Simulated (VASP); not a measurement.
Here is a VASP 6.6.1 calculation.

File POSCAR:

```
TiAl
1.0
    2.7886669830      0.0000000000      0.0000000000
   -1.3943334915      2.4150567113      0.0000000000
    0.0000000000      0.0000000000      4.5498512539
Ti Al
1 1
Direct
    0.0000000000      0.0000000000      0.0000000000
    0.3333333333      0.6666666667      0.5000000000
```

Contents of INCAR.step1:

```
SYSTEM = TiAl
PREC = Accurate
ENCUT = 520
ISMEAR = -1
SIGMA = 0.15
LREAL = .False.
LASPH = .True.
NELM = 60
NBANDS = 14
GGA = PE
ALGO = Normal
EDIFF = 1E-4
LWAVE = .True.
LCHARG = .False.
```

File INCAR.step2:

```
SYSTEM = TiAl
PREC = Accurate
ENCUT = 520
EDIFF = 1E-6
ISMEAR = -1
SIGMA = 0.15
LREAL = .False.
LASPH = .True.
NELM = 60
ALGO = Normal
ISIF = 2
LWAVE = .False.
LCHARG = .False.
METAGGA = R2SCAN
LMIXTAU = .True.
NBANDS = 14
ISTART = 1
```

The input KPOINTS:

```
regular mesh
0
Gamma
  12 12 6
  0 0 0
```

Potentials or basis: VASP PAW PBE potentials, release 64 (Ti_sv, Al).

Run with:

```console
$ cat potpaw_PBE.64/Ti_sv/POTCAR potpaw_PBE.64/Al/POTCAR > POTCAR
$ cp INCAR.step1 INCAR
$ mpirun -np 1 vasp_std > vasp.out
$ cp INCAR.step2 INCAR
$ mpirun -np 1 vasp_std > vasp.out
```

What does it give for the pressure?

10.0 GPa.

Stress tensor (GPa, compression positive):
```
10.39  0.00  0.00
 0.00 10.39  0.00
 0.00  0.00  9.21
```

Caveat: the PAW data sets were made with another functional, which shifts forces and pressure a little.
